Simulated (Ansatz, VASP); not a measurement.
# AlNi: VASP beside Ansatz

The input INCAR:

```
ALGO = Fast ; EDIFF = 1E-6
ENCUT = 520 ; GGA = PS
ISIF = 2 ; ISMEAR = 0
LASPH = T ; LCHARG = F
LREAL = F ; LWAVE = F
NBANDS = 14 ; NELM = 60
PREC = Accurate ; SIGMA = 0.15
```

The input KPOINTS:

```
k-points
0
Gamma
  20 20 20
```

The input POSCAR:

```
AlNi
1.0
    2.8621655516      0.0000000000      0.0071554139
    0.0000000000      2.8621655516      0.0000000000
    0.0071554139      0.0000000000      2.8621655516
Al Ni
1 1
Direct
    0.0000000000      0.0000000000      0.0000000000
    0.5000000000      0.5000000000      0.5000000000
```

Input for Ansatz:

```yaml
crystal:
  lattice:
    - [2.8621655516, 0.0, 0.0071554139]
    - [0.0, 2.8621655516, 0.0]
    - [0.0071554139, 0.0, 2.8621655516]
  atoms:
    - { symbol: Al, position: [0.0, 0.0, 0.0] }
    - { symbol: Ni, position: [0.5, 0.5, 0.5] }
basis:
  ecutwfc: 420
kpoints:
  mp_grid: { grid: [20, 20, 20] }
hamiltonian:
  xc: pbesol
scf:
  occupations: { method: gaussian, width: 0.15 }
output:
  forces: true
  stress: true
  eigenvalues: true
```

Change from the starting cell: strain +0.0050 x Voigt [0, 0, 0, 0, 1, 0], atoms carried along.

Alike in both runs: task single point; functional PBEsol; k mesh 20 × 20 × 20; occupations gaussian, width 0.15 eV; no spin polarisation.

|  | VASP | Ansatz |
| --- | --- | --- |
| version | VASP 6.6.1 | Ansatz 0.2.0 |
| potentials or method | VASP PAW PBE potentials, release 64 (Al, Ni), cutoff 520 eV | scalar-relativistic, plane waves, PAW |
| valence electrons in the cell | 13 | 21 |

|  | VASP | Ansatz | Ansatz less VASP |
| --- | --- | --- | --- |
| gap on the k mesh at the Fermi level (eV) | none | none | - |
| pressure (GPa) | -0.1 | 0.0 | +0.15 |
| traceless stress, the component that is largest in VASP (GPa) | -0.63 | -0.64 | -0.001 |

VASP's potentials were made for PBE, not for PBEsol. A gap of «none» marks a metal or a gap that the smearing closes. The functional is the same, so the differences come from potentials, cutoffs and numerics. VASP's potentials hold 13 valence electrons a cell and Ansatz's 21, so a difference there can come from the potentials and not from the codes.
